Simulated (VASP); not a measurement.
# C in VASP: single point with PBE+D3(BJ)

Aim: the single point of C with PBE+D3(BJ).

Everything below comes from runs of VASP 6.6.1. Logs are shortened: lines on timing, memory, paths and dates and some standing lists are left out, and cuts for length are marked.

## Step 1: The cell of the first run

The cell holds a slab with vacuum, 18 atoms: a = 7.395 Å, b = 7.395 Å, c = 18.002 Å, α = 90.00°, β = 90.00°, γ = 120.00°.

## Step 2: Single point, PBE+D3(BJ)

Contents of INCAR:

```
PREC     = Accurate       # precision mode
ENCUT    = 520            # plane-wave cutoff, eV
EDIFF    = 1E-7           # SCF threshold, eV
ISMEAR   = 0              # smearing method
SIGMA    = 0.05           # smearing width, eV
LREAL    = Auto         
LASPH    = T              # aspherical terms in the spheres
NELM     = 100            # most SCF steps
ALGO     = Normal         # electronic algorithm
ISIF     = 2              # what is computed and relaxed
LWAVE    = F              # write WAVECAR
LCHARG   = F              # write CHGCAR
LDIPOL   = T            
IDIPOL   = 3            
DIPOL    = 0.5 0.5 0.444
GGA      = PE             # functional
IVDW     = 12             # dispersion correction
NBANDS   = 51             # bands
```

Contents of KPOINTS:

```
Automatic mesh
0
Gamma
  3 3 1
```

Contents of POSCAR:

```
C
1.0
    7.3951485247      0.0000000000      0.0000000000
   -3.6975742623      6.4043864871      0.0000000000
    0.0000000000      0.0000000000     18.0016100066
C
18
Direct
    0.5555555556      0.4444444444      0.4444046948
    0.5560260906      0.7775797725      0.4442657619
    0.5553903943      0.1104567111      0.4445164002
    0.8894427958      0.4442816278      0.4445351794
    0.8887671834      0.7771191481      0.4442105538
    0.8889623224      0.1111848120      0.4443664056
    0.2221012307      0.4437976408      0.4444752078
    0.2222716930      0.7778000501      0.4444461138
    0.2227892624      0.1109762751      0.4443655539
    0.4442249464      0.2216673142      0.4444900411
    0.4448949378      0.5551670996      0.4443433197
    0.4447423234      0.8890184460      0.4444399632
    0.7782270739      0.2218334139      0.4445229219
    0.7780106012      0.5556307862      0.4443927475
    0.7775303072      0.8883495141      0.4441883191
    0.1114494011      0.2223782039      0.4444027856
    0.1109457718      0.5549937585      0.4445147039
    0.1116606709      0.8885735163      0.4442937496
```

Potentials or basis: VASP PAW PBE potentials, release 64 (C).

Launch:

```
$ cat potpaw_PBE.64/C/POTCAR > POTCAR
$ mpirun -np 1 vasp_std > vasp.out
```

OUTCAR:

```text
PREC = Accurate
   ENCUT = 520
   EDIFF = 1E-7
   ISMEAR = 0
   LREAL = Auto
   LASPH = T
   NELM = 100
   ISIF = 2
   GGA = PE
   IVDW = 12
 IVDW          = 12

 ion  position               nearest neighbor table
   1  0.556  0.444  0.444-  11 1.42  14 1.42  10 1.43
   2  0.556  0.778  0.444-  15 1.42  11 1.42  12 1.43
   3  0.555  0.110  0.445-  12 1.42  10 1.42  13 1.43
   4  0.889  0.444  0.445-  17 1.42  13 1.42  14 1.43
   5  0.889  0.777  0.444-  14 1.42  15 1.42  18 1.43
   6  0.889  0.111  0.444-  13 1.42  16 1.42  15 1.43
[... 10 lines left out ...]
  17  0.111  0.555  0.445-   4 1.42   7 1.42   8 1.43
  18  0.112  0.889  0.444-   8 1.42   9 1.42   5 1.43

  LATTYP: Found a hexagonal cell.
 ALAT       =     7.3951485247
 C/A-ratio  =     2.4342459041

  Lattice vectors:

 A1 = (   7.3951485247,   0.0000000000,   0.0000000000)
 A2 = (  -3.6975742623,   6.4043864871,   0.0000000000)
 A3 = (   0.0000000000,   0.0000000000,  18.0016100066)

Analysis of symmetry for initial positions (statically):
=====================================================================
 Subroutine PRICEL returns:
 Original cell was already a primitive cell.

 Routine SETGRP: Setting up the symmetry group for a
 hexagonal supercell.

 Subroutine GETGRP returns: Found  1 space group operations
 (whereof  1 operations were pure point group operations)
 out of a pool of 24 trial point group operations.

The static configuration has the point symmetry C_1 .

Analysis of symmetry for dynamics (positions and initial velocities):
=====================================================================
 Subroutine PRICEL returns:
 Original cell was already a primitive cell.

 Routine SETGRP: Setting up the symmetry group for a
 hexagonal supercell.

 Subroutine GETGRP returns: Found  1 space group operations
 (whereof  1 operations were pure point group operations)
 out of a pool of 24 trial point group operations.

The dynamic configuration has the point symmetry C_1 .

 Subroutine INISYM returns: Found  1 space group operations
 (whereof  1 operations are pure point group operations),
 and found     1 'primitive' translations

----------------------------------------------------------------------------------------

                                     Primitive cell

  volume of cell :     852.5813

  direct lattice vectors                    reciprocal lattice vectors
     7.395148525  0.000000000  0.000000000     0.135223788  0.078071491  0.000000000
    -3.697574262  6.404386487  0.000000000     0.000000000  0.156142981  0.000000000
     0.000000000  0.000000000 18.001610007     0.000000000  0.000000000  0.055550587

  length of vectors
     7.395148525  7.395148525 18.001610007     0.156142981  0.156142981  0.055550587

  position of ions in fractional coordinates (direct lattice)
     0.555555556  0.444444444  0.444404695
     0.556026091  0.777579772  0.444265762
     0.555390394  0.110456711  0.444516400
     0.889442796  0.444281628  0.444535179
     0.888767183  0.777119148  0.444210554
     0.888962322  0.111184812  0.444366406
[... 10 lines left out ...]
     0.110945772  0.554993758  0.444514704
     0.111660671  0.888573516  0.444293750

  ion indices of the primitive-cell ions
   primitive index   ion index
                 1           1
                 2           2
                 3           3
                 4           4
                 5           5
                 6           6
[... 10 lines left out ...]
                17          17
                18          18

----------------------------------------------------------------------------------------

 KPOINTS: Automatic mesh

Automatic generation of k-mesh.
 Grid dimensions read from file:
 generate k-points for:    3    3    1

 Generating k-lattice:

  Cartesian coordinates                     Fractional coordinates (reciprocal lattice)
     0.045074596  0.026023830  0.000000000     0.333333333  0.000000000  0.000000000
     0.000000000  0.052047660  0.000000000     0.000000000  0.333333333  0.000000000
     0.000000000  0.000000000  0.055550587     0.000000000  0.000000000  1.000000000

  Length of vectors
     0.052047660  0.052047660  0.055550587

  Shift w.r.t. Gamma in fractional coordinates (k-lattice)
     0.000000000  0.000000000  0.000000000

 Subroutine IBZKPT returns following result:
 ===========================================

 Found      5 irreducible k-points:

 Following reciprocal coordinates:
            Coordinates               Weight
  0.000000  0.000000  0.000000      1.000000
  0.333333  0.000000  0.000000      2.000000
  0.000000  0.333333  0.000000      2.000000
 -0.333333  0.333333  0.000000      2.000000
  0.333333  0.333333  0.000000      2.000000
   k-points           NKPTS =      5   k-points in BZ     NKDIM =      5   number of bands    NBANDS=     51
   number of dos      NEDOS =    301   number of ions     NIONS =     18
   total plane-waves  NPLWV = 439040
   dimension x,y,z NGX =    56 NGY =   56 NGZ =  140
   dimension x,y,z NGXF=   112 NGYF=  112 NGZF=  280
   ions per type =              18
   NGX,Y,Z   is equivalent  to a cutoff of  12.59, 12.59, 12.93 a.u.
   NGXF,Y,Z  is equivalent  to a cutoff of  25.18, 25.18, 25.86 a.u.
 SYSTEM =  unknown system
   PREC   = accura    normal or accurate (medium, high low for compatibility)
   ISTART =      0    job   : 0-new  1-cont  2-samecut
   ICHARG =      2    charge: 1-file 2-atom 10-const
   ISPIN  =      1    spin polarized calculation?
   LNONCOLLINEAR =      F non collinear calculations
   LSORBIT =      F    spin-orbit coupling
   LASPH  =      T    aspherical Exc in radial PAW
   ENCUT  =  520.0 eV  38.22 Ry    6.18 a.u.  13.75 13.75 33.47*2*pi/ulx,y,z
   NELM   =    100;   NELMIN=  2; NELMDL= -5     # of ELM steps
   EDIFF  = 0.1E-06   stopping-criterion for ELM
   LREAL  =      T    real-space projection
   EDIFFG = 0.1E-05   stopping-criterion for IOM
   NSW    =      0    number of steps for IOM
   IBRION =     -1    ionic relax: 0-MD 1-quasi-New 2-CG
   NFREE  =      0    steps in history (QN), initial steepest desc. (CG)
   ISIF   =      2    stress and relaxation
   ISYM   =      2    0-nonsym 1-usesym 2-fastsym
   POTIM  = 0.5000    time-step for ionic-motion
   TEBEG  =    0.0;   TEEND  =   0.0 temperature during run
   PSTRESS=    0.0 pullay stress
   NELECT =      72.0000    total number of electrons
   NUPDOWN=      -1.0000    fix difference up-down
   EMIN   =  10.00;   EMAX   =-10.00  energy-range for DOS
   EFERMI =   0.00;   METHOD = LEGACY
   ISMEAR =     0;   SIGMA  =   0.05  broadening in eV -4-tet -1-fermi 0-gaus
   EFERMI_NEDOS =   21; number of points for ismear=-14 and -15
   IALGO  =     38    algorithm
   IMIX   =      4    mixing-type and parameters
     AMIX     =   0.40;   BMIX     =  1.00
     AMIX_MAG =   1.60;   BMIX_MAG =  1.00
  volume/ion in A,a.u.               =      47.37       319.64
  Fermi-wavevector in a.u.,A,eV,Ry     =   0.718247  1.357290  7.018954  0.515879
  Thomas-Fermi vector in A             =   1.807136
   LORBIT       =      0    0 simple, 1 ext, 2 COOP (PROOUT), +10 PAW based schemes
   GGA     = PE    functional components
   LHFCALC =     F    Hartree Fock is set to
   AEXX    =    0.0000 exact exchange contribution
   IVDW    =    12    specifies the selected vdW correction
   LEPSILON=     F    determine dielectric tensor
   LRPA    =     F    only Hartree local field effects (RPA)
 non-spin polarized calculation
 Gauss-broadening in eV      SIGMA  =   0.05
  energy-cutoff  :      520.00
  volume of cell :      852.58
 maximum number of plane-waves:     22958
   NGX = 27   NGY = 27   NGZ = 67

 dipolmoment           0.000000      0.000000     -0.000006 electrons x Angstroem

 number of electron      72.0000002 magnetization

 dipolmoment           0.000000      0.000000      0.000007 electrons x Angstroem

 Free energy of the ion-electron system (eV)
  ---------------------------------------------------
  ext. energy  EPLUGINS =         0.00000000
  ---------------------------------------------------
  free energy    TOTEN  =      -165.93111830 eV

  energy without entropy =     -165.92295809  energy(sigma->0) =     -165.92703820

 E-fermi :  -2.5714     XC(G=0):  -2.3890

 val. band max:       -2.6020755798   @ k =   0.0000   0.0000   0.0000
 cond. band min:      -2.5407648179   @ k =   0.0000   0.0000   0.0000
 fundamental gap:      0.0613107620
 Fermi energy:        -2.5714314880

 k-point     1 :       0.0000    0.0000    0.0000
  band No.  band energies     occupation
      1     -22.1034      2.00000
      2     -19.5363      2.00000
      3     -19.5341      2.00000
      4     -19.5253      2.00000
      5     -19.5219      2.00000
      6     -19.4944      2.00000
[... 40 lines left out ...]
     47       2.3635      0.00000
     48       3.1217      0.00000

 k-point     2 :       0.3333    0.0000    0.0000
  band No.  band energies     occupation
      1     -21.8118      2.00000
      2     -20.9427      2.00000
      3     -20.0969      2.00000
      4     -20.0712      2.00000
      5     -18.4196      2.00000
      6     -18.3959      2.00000
[... 40 lines left out ...]
     47       3.4558      0.00000
     48       3.5226      0.00000

 k-point     3 :       0.0000    0.3333    0.0000
  band No.  band energies     occupation
      1     -21.8118      2.00000
      2     -20.9427      2.00000
      3     -20.0969      2.00000
      4     -20.0710      2.00000
      5     -18.4197      2.00000
      6     -18.3958      2.00000
[... 40 lines left out ...]
     47       3.4544      0.00000
     48       3.5226      0.00000

 k-point     4 :      -0.3333    0.3333    0.0000
  band No.  band energies     occupation
      1     -21.8118      2.00000
      2     -20.9428      2.00000
      3     -20.0966      2.00000
      4     -20.0712      2.00000
      5     -18.4195      2.00000
      6     -18.3961      2.00000
[... 40 lines left out ...]
     47       3.4545      0.00000
     48       3.5226      0.00000

 k-point     5 :       0.3333    0.3333    0.0000
  band No.  band energies     occupation
      1     -21.2334      2.00000
      2     -21.2317      2.00000
      3     -21.2292      2.00000
      4     -18.6838      2.00000
      5     -18.6829      2.00000
      6     -18.6823      2.00000
[... 40 lines left out ...]
     47       2.7094      0.00000
     48       2.7094      0.00000
 [bands above 48 left out]

------------------------ aborting loop because EDIFF is reached ----------------------------------------

 vacuum level on the upper side and lower side of the slab       (xc-potential included)        -0.050        -0.053

 Edisp (eV)   -1.59573

 E8    (eV) :    -0.4991

  FORCE on cell =-STRESS in cart. coord.  units (eV):
  Direction    XX          YY          ZZ          XY          YZ          ZX
  --------------------------------------------------------------------------------------
  -------------------------------------------------------------------------------------
  Total       1.22441     1.22691    -0.10170     0.05220     0.00412    -0.00101
  in kB       2.30093     2.30561    -0.19112     0.09810     0.00774    -0.00190
  external pressure =        1.47 kB  Pullay stress =        0.00 kB

 VOLUME and BASIS-vectors are now :
 -----------------------------------------------------------------------------
  energy-cutoff  :      520.00
  volume of cell :      852.58
      direct lattice vectors                 reciprocal lattice vectors
     7.395148525  0.000000000  0.000000000     0.135223788  0.078071491  0.000000000
    -3.697574262  6.404386487  0.000000000     0.000000000  0.156142981  0.000000000
     0.000000000  0.000000000 18.001610007     0.000000000  0.000000000  0.055550587

 POSITION                                       TOTAL-FORCE (eV/Angst)
 -----------------------------------------------------------------------------------
      2.46505      2.84639      8.00000         0.013997      0.003479     -0.003895
      1.23674      4.97992      7.99750         0.024100      0.009217      0.012596
      3.69877      0.70741      8.00201         0.013118     -0.001661     -0.010881
      4.93480      2.84535      8.00235        -0.001063     -0.004723     -0.011199
      3.69911      4.97697      7.99651        -0.006575      0.007182      0.013982
      6.16289      0.71207      7.99931         0.006713     -0.015874      0.001743
[... 10 lines left out ...]
     -1.23167      3.55439      8.00198        -0.025022      0.002922     -0.009805
     -2.45982      5.69077      7.99800        -0.028488     -0.019006      0.013326
 -----------------------------------------------------------------------------------
    total drift:                                0.002502      0.002655     -0.005312

  FREE ENERGIE OF THE ION-ELECTRON SYSTEM (eV)
  ---------------------------------------------------
  free  energy   TOTEN  =      -167.5268516336 eV

  energy  without entropy=     -167.5186914261  energy(sigma->0) =     -167.52277153

 vacuum level on the upper side and lower side of the slab         1.637         1.635
```

Wall time 4.7 min (1 thread of Intel Xeon 6975P-C (Granite Rapids), shared host); peak memory 0.8 GiB.

Results:

* Free energy: -167.5269 eV
* Largest force: 0.037 eV/Å
* Dispersion energy per atom: -0.089 eV

Forces in eV/Å, atoms in the order of the input:
```
C    0.014  0.003 -0.004
C    0.024  0.009  0.013
C    0.013 -0.002 -0.011
C   -0.001 -0.005 -0.011
C   -0.007  0.007  0.014
C    0.007 -0.016  0.002
C    0.009 -0.002 -0.002
C    0.013  0.003 -0.005
C   -0.001 -0.002  0.004
C    0.000  0.001 -0.005
C   -0.004  0.004  0.000
C   -0.018 -0.003 -0.010
C   -0.002  0.013  0.000
C    0.009  0.016 -0.004
C    0.015 -0.004  0.015
C   -0.018 -0.007  0.002
C   -0.025  0.003 -0.010
C   -0.028 -0.019  0.013
```
